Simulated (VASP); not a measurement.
# Re (P6_3/mmc) in VASP: a series of runs

The runs below take Re through single point, with PBE.

All numbers are computed with VASP 6.6.1; they aren't measurements. Logs are shortened: lines on timing, memory, paths and dates and some standing lists are left out, and cuts for length are marked.

## 1. The cell of the first run

Symmetry: P6_3/mmc, No. 194, hexagonal system. The conventional cell has a = 2.729 Å, b = 2.729 Å, c = 4.411 Å, α = 90.00°, β = 90.00°, γ = 120.00°. Within 3.6 Å of Re (site symmetry -6m2) lie 12 Re at 2.71 to 2.73 Å.

## 2. Single point, PBE

INCAR reads:

```
SYSTEM = Re
PREC = Accurate
ENCUT = 520
EDIFF = 1E-6
ISMEAR = -1
SIGMA = 0.05
LREAL = .False.
LASPH = .True.
NELM = 100
ALGO = Fast
ISIF = 2
LWAVE = .False.
LCHARG = .True.
GGA = PE
LELF = .True.
LVHAR = .True.
NBANDS = 14
```

KPOINTS reads:

```
regular mesh
0
Gamma
  11 11 6
  0 0 0
```

POSCAR reads:

```
Re
1.0
    2.7293668633      0.0000000000      0.0000000000
   -1.3646834317      2.3637010399      0.0000000000
    0.0000000000      0.0000000000      4.4114752552
Re
2
Direct
    0.6666666667      0.3333333333      0.7500000000
    0.3333333333      0.6666666667      0.2500000000
```

Potentials or basis: VASP PAW PBE potentials, release 64 (Re).

Started as:

```
$ cat potpaw_PBE.64/Re/POTCAR > POTCAR
$ mpirun -np 1 vasp_std > vasp.out
```

OUTCAR:

```text
SYSTEM = Re
   PREC = Accurate
   ENCUT = 520
   EDIFF = 1E-6
   ISMEAR = -1
   LREAL = .False.
   LASPH = .True.
   NELM = 100
   ISIF = 2
   GGA = PE

 ion  position               nearest neighbor table
   1  0.667  0.333  0.750-   2 2.71   2 2.71   2 2.71   2 2.71   2 2.71   2 2.71
   2  0.333  0.667  0.250-   1 2.71   1 2.71   1 2.71   1 2.71   1 2.71   1 2.71

  LATTYP: Found a hexagonal cell.
 ALAT       =     2.7293668633
 C/A-ratio  =     1.6162998513

  Lattice vectors:

 A1 = (   2.7293668633,   0.0000000000,   0.0000000000)
 A2 = (  -1.3646834317,   2.3637010399,   0.0000000000)
 A3 = (   0.0000000000,   0.0000000000,   4.4114752552)

Analysis of symmetry for initial positions (statically):
=====================================================================
 Subroutine PRICEL returns:
 Original cell was already a primitive cell.

 Routine SETGRP: Setting up the symmetry group for a
 hexagonal supercell.

 Subroutine GETGRP returns: Found 24 space group operations
 (whereof 12 operations were pure point group operations)
 out of a pool of 24 trial point group operations.

The static configuration has the point symmetry D_3d.
 The point group associated with its full space group is D_6h.

Analysis of symmetry for dynamics (positions and initial velocities):
=====================================================================
 Subroutine PRICEL returns:
 Original cell was already a primitive cell.

 Routine SETGRP: Setting up the symmetry group for a
 hexagonal supercell.

 Subroutine GETGRP returns: Found 24 space group operations
 (whereof 12 operations were pure point group operations)
 out of a pool of 24 trial point group operations.

The dynamic configuration has the point symmetry D_3d.
 The point group associated with its full space group is D_6h.

 Subroutine INISYM returns: Found 24 space group operations
 (whereof 12 operations are pure point group operations),
 and found     1 'primitive' translations

----------------------------------------------------------------------------------------

                                     Primitive cell

  volume of cell :      28.4602

  direct lattice vectors                    reciprocal lattice vectors
     2.729366863  0.000000000  0.000000000     0.366385338  0.211532673  0.000000000
    -1.364683432  2.363701040  0.000000000     0.000000000  0.423065347  0.000000000
     0.000000000  0.000000000  4.411475255     0.000000000  0.000000000  0.226681539

  length of vectors
     2.729366863  2.729366863  4.411475255     0.423065347  0.423065347  0.226681539

  position of ions in fractional coordinates (direct lattice)
     0.666666667  0.333333333  0.750000000
     0.333333333  0.666666667  0.250000000

  ion indices of the primitive-cell ions
   primitive index   ion index
                 1           1
                 2           2

----------------------------------------------------------------------------------------

 KPOINTS: regular mesh

Automatic generation of k-mesh.
 Grid dimensions read from file:
 generate k-points for:   11   11    6

 Generating k-lattice:

  Cartesian coordinates                     Fractional coordinates (reciprocal lattice)
     0.033307758  0.019230243  0.000000000     0.090909091  0.000000000  0.000000000
     0.000000000  0.038460486  0.000000000     0.000000000  0.090909091  0.000000000
     0.000000000  0.000000000  0.037780256     0.000000000  0.000000000  0.166666667

  Length of vectors
     0.038460486  0.038460486  0.037780256

  Shift w.r.t. Gamma in fractional coordinates (k-lattice)
     0.000000000  0.000000000  0.000000000

 Subroutine IBZKPT returns following result:
 ===========================================

 Found     64 irreducible k-points:

 Following reciprocal coordinates:
            Coordinates               Weight
  0.000000  0.000000  0.000000      1.000000
  0.090909  0.000000  0.000000      6.000000
  0.181818  0.000000  0.000000      6.000000
  0.272727  0.000000  0.000000      6.000000
  0.363636  0.000000  0.000000      6.000000
  0.454545  0.000000  0.000000      6.000000
[... 16 lines left out ...]
  0.090909  0.090909  0.166667     12.000000
  0.181818  0.090909  0.166667     24.000000
 [... further k-points ...]
   k-points           NKPTS =     64   k-points in BZ     NKDIM =     64   number of bands    NBANDS=     14
   number of dos      NEDOS =    301   number of ions     NIONS =      2
   total plane-waves  NPLWV =  14400
   dimension x,y,z NGX =    20 NGY =   20 NGZ =   36
   dimension x,y,z NGXF=    40 NGYF=   40 NGZF=   72
   ions per type =               2
   NGX,Y,Z   is equivalent  to a cutoff of  12.18, 12.18, 13.57 a.u.
   NGXF,Y,Z  is equivalent  to a cutoff of  24.36, 24.36, 27.13 a.u.
 SYSTEM =  Re
   PREC   = accura    normal or accurate (medium, high low for compatibility)
   ISTART =      0    job   : 0-new  1-cont  2-samecut
   ICHARG =      2    charge: 1-file 2-atom 10-const
   ISPIN  =      1    spin polarized calculation?
   LNONCOLLINEAR =      F non collinear calculations
   LSORBIT =      F    spin-orbit coupling
   LASPH  =      T    aspherical Exc in radial PAW
   ENCUT  =  520.0 eV  38.22 Ry    6.18 a.u.   5.07  5.07  8.20*2*pi/ulx,y,z
   NELM   =    100;   NELMIN=  2; NELMDL= -5     # of ELM steps
   EDIFF  = 0.1E-05   stopping-criterion for ELM
   LREAL  =      F    real-space projection
   EDIFFG = 0.1E-04   stopping-criterion for IOM
   NSW    =      0    number of steps for IOM
   IBRION =     -1    ionic relax: 0-MD 1-quasi-New 2-CG
   NFREE  =      0    steps in history (QN), initial steepest desc. (CG)
   ISIF   =      2    stress and relaxation
   ISYM   =      2    0-nonsym 1-usesym 2-fastsym
   POTIM  = 0.5000    time-step for ionic-motion
   TEBEG  =    0.0;   TEEND  =   0.0 temperature during run
   PSTRESS=    0.0 pullay stress
   NELECT =      14.0000    total number of electrons
   NUPDOWN=      -1.0000    fix difference up-down
   EMIN   =  10.00;   EMAX   =-10.00  energy-range for DOS
   EFERMI =   0.00;   METHOD = LEGACY
   ISMEAR =    -1;   SIGMA  =   0.05  broadening in eV -4-tet -1-fermi 0-gaus
   EFERMI_NEDOS =   21; number of points for ismear=-14 and -15
   IALGO  =     68    algorithm
   IMIX   =      4    mixing-type and parameters
     AMIX     =   0.40;   BMIX     =  1.00
     AMIX_MAG =   1.60;   BMIX_MAG =  1.00
  volume/ion in A,a.u.               =      14.23        96.03
  Fermi-wavevector in a.u.,A,eV,Ry     =   1.292324  2.442138 22.723108  1.670101
  Thomas-Fermi vector in A             =   2.424039
   LORBIT       =      0    0 simple, 1 ext, 2 COOP (PROOUT), +10 PAW based schemes
   GGA     = PE    functional components
   LHFCALC =     F    Hartree Fock is set to
   AEXX    =    0.0000 exact exchange contribution
   IVDW    =     0    specifies the selected vdW correction
   LEPSILON=     F    determine dielectric tensor
   LRPA    =     F    only Hartree local field effects (RPA)
 non-spin polarized calculation
 RMM-DIIS sequential band-by-band and
  energy-cutoff  :      520.00
  volume of cell :       28.46
 maximum number of plane-waves:       784
   NGX = 11   NGY = 11   NGZ = 17

 number of electron      14.0000000 magnetization

 Free energy of the ion-electron system (eV)
  ---------------------------------------------------
  ext. energy  EPLUGINS =         0.00000000
  ---------------------------------------------------
  free energy    TOTEN  =       -24.76981859 eV

  energy without entropy =      -24.75708026  energy(sigma->0) =      -24.76344943

 E-fermi :   8.3202     XC(G=0): -13.9156

 val. band max:        8.2879769035   @ k =   0.1818   0.0000   0.1667
 cond. band min:       8.3647593924   @ k =   0.1818   0.0909   0.0000
 fundamental gap:      0.0767824889
 Fermi energy:         8.3202346659

 k-point     1 :       0.0000    0.0000    0.0000
  band No.  band energies     occupation
      1      -1.7927      2.00000
      2       1.4308      2.00000
      3       6.6291      2.00000
      4       6.6367      2.00000
      5       6.6367      2.00000
      6       7.5174      2.00000
      7       7.5174      2.00000
      8       8.5032      0.05022
      9       8.5032      0.05022
     10       8.9876      0.00000
     11      11.8269      0.00000
     12      11.8269      0.00000
     13      18.7677      0.00000
     14      22.4989      0.00000

 k-point     2 :       0.0909    0.0000    0.0000
  band No.  band energies     occupation
      1      -1.4432      2.00000
      2       1.7564      2.00000
      3       5.9691      2.00000
      4       6.9608      2.00000
      5       7.1471      2.00000
      6       7.3187      2.00000
      7       7.6675      2.00000
      8       7.8242      1.99990
      9       8.2368      1.68259
     10       8.4614      0.11218
     11      12.0075      0.00000
     12      13.2015      0.00000
     13      18.7533      0.00000
     14      23.2768      0.00000

 k-point     3 :       0.1818    0.0000    0.0000
  band No.  band energies     occupation
      1      -0.4834      2.00000
      2       2.5213      2.00000
      3       5.2743      2.00000
      4       5.9477      2.00000
      5       6.6805      2.00000
      6       7.6479      2.00000
      7       7.9020      1.99953
      8       8.0109      1.99590
      9       8.0326      1.99367
     10       8.7074      0.00087
     11      12.3595      0.00000
     12      15.4900      0.00000
     13      18.5406      0.00000
     14      24.9098      0.00000
[... 324 lines left out ...]
 k-point    23 :       0.0909    0.0909    0.1667
  band No.  band energies     occupation
      1      -0.4778      2.00000
      2       2.3948      2.00000
      3       5.4477      2.00000
      4       5.7135      2.00000
      5       6.6460      2.00000
      6       7.1974      2.00000
      7       7.4330      2.00000
      8       8.0258      1.99448
      9       8.8073      0.00012
     10       8.8420      0.00006
     11      12.1144      0.00000
     12      13.9789      0.00000
     13      20.0295      0.00000
     14      24.0117      0.00000

 k-point    24 :       0.1818    0.0909    0.1667
  band No.  band energies     occupation
      1       0.6021      2.00000
      2       3.1997      2.00000
      3       4.5957      2.00000
      4       4.9367      2.00000
      5       6.2520      2.00000
      6       6.9831      2.00000
      7       7.6303      2.00000
      8       8.6054      0.00664
      9       9.3589      0.00000
     10       9.7708      0.00000
     11      12.2574      0.00000
     12      15.4529      0.00000
     13      19.9007      0.00000
     14      24.7008      0.00000

 [... further k-points ...]

------------------------ aborting loop because EDIFF is reached ----------------------------------------

  FORCE on cell =-STRESS in cart. coord.  units (eV):
  Direction    XX          YY          ZZ          XY          YZ          ZX
  --------------------------------------------------------------------------------------
  -------------------------------------------------------------------------------------
  Total        3.5411199      3.5411199      3.5101914     -0.0000000      0.0000000     -0.0000000
  in kB      199.3484718    199.3484718    197.6073403     -0.0000000      0.0000000     -0.0000000
  external PRESSURE =     198.7680946 kB  Pullay stress =       0.0000000 kB

 VOLUME and BASIS-vectors are now :
 -----------------------------------------------------------------------------
  energy-cutoff  :      520.00
  volume of cell :       28.46
      direct lattice vectors                 reciprocal lattice vectors
     2.729366863  0.000000000  0.000000000     0.366385338  0.211532673  0.000000000
    -1.364683432  2.363701040  0.000000000     0.000000000  0.423065347  0.000000000
     0.000000000  0.000000000  4.411475255     0.000000000  0.000000000  0.226681539

 POSITION                                       TOTAL-FORCE (eV/Angst)
 -----------------------------------------------------------------------------------
      1.36468      0.78790      3.30861        -0.000000      0.000000      0.000000
     -0.00000      1.57580      1.10287         0.000000      0.000000      0.000000
 -----------------------------------------------------------------------------------
    total drift:                               -0.000000      0.000000     -0.000000

  FREE ENERGIE OF THE ION-ELECTRON SYSTEM (eV)
  ---------------------------------------------------
  free  energy   TOTEN  =       -24.7698185899 eV

  energy  without entropy=      -24.7570802645  energy(sigma->0) =      -24.76344943
```

Run time: 22 s. Hardware: 1 thread of Intel Xeon 6975P-C, shared host; peak memory 0.16 GiB.

What came out:

| Property | Result |
| --- | --- |
| Free energy | -24.7698 eV |
| Pressure | 19.9 GPa |
| Band gap on the k mesh | zero (band 7 reaches 9.76 eV, above the bottom of band 8 at 6.51 eV) |

Levels at points of the mesh, in eV from the Fermi level:
| k point | band 5 | band 6 | band 7 | band 8 | band 9 | band 10 |
| --- | --- | --- | --- | --- | --- | --- |
| (0.00, 0.00, 0.00) | -1.68 | -0.80 | -0.80 | 0.18 | 0.18 | 0.67 |
| (0.00, 0.00, 0.50) | -1.82 | -1.82 | -1.82 | -1.82 | 2.66 | 2.66 |

Caveat: spin-orbit coupling is left out, which moves the levels of the heavy elements.

## 3. Single point, PBE

This run uses another cell than the first one, of 14.75 Å³/atom, 1.037 times its volume.

INCAR reads:

```
PREC = Accurate
ENCUT = 520
EDIFF = 1E-6
ISMEAR = -1
SIGMA = 0.05
LREAL = False
LASPH = True
NELM = 80
ALGO = Normal
ISIF = 2
LWAVE = False
LCHARG = False
GGA = PE
NBANDS = 14
```

KPOINTS reads:

```
regular mesh
0
Gamma
  11 11 6
```

POSCAR reads:

```
Re
1.0
    2.7624890846      0.0000000000      0.0000000000
   -1.3812445423      2.3923857249      0.0000000000
    0.0000000000      0.0000000000      4.4644937647
Re
2
Direct
    0.6666666667      0.3333333333      0.7500000000
    0.3333333333      0.6666666667      0.2500000000
```

Potentials or basis: VASP PAW PBE potentials, release 64 (Re).

Started as:

```
$ cat potpaw_PBE.64/Re/POTCAR > POTCAR
$ mpirun -np 1 vasp_std > vasp.out
```

Run time: 22 s. Hardware: 1 thread of Intel Xeon 6975P-C, shared host; peak memory 0.17 GiB.

Results (log left out):

```yaml
Free_energy: -24.8486 eV
Pressure: 4.5 GPa
Band_gap_on_the_k_mesh: zero (band 7 reaches 9.19 eV, above the bottom of band 8 at 6.15 eV)
```

Stress tensor (GPa, compression positive):
```
4.59 0.00 0.00
0.00 4.59 0.00
0.00 0.00 4.44
```

Levels at points of the mesh, in eV from the Fermi level:
```csv
k point,band 5,band 6,band 7,band 8,band 9,band 10
"(0.00, 0.00, 0.00)",-1.58,-0.75,-0.75,0.19,0.19,0.59
"(0.00, 0.00, 0.50)",-1.71,-1.71,-1.71,-1.71,2.53,2.53
```

Caveat: spin-orbit coupling is left out, which moves the levels of the heavy elements.

(Continued in part 2 of 2.)
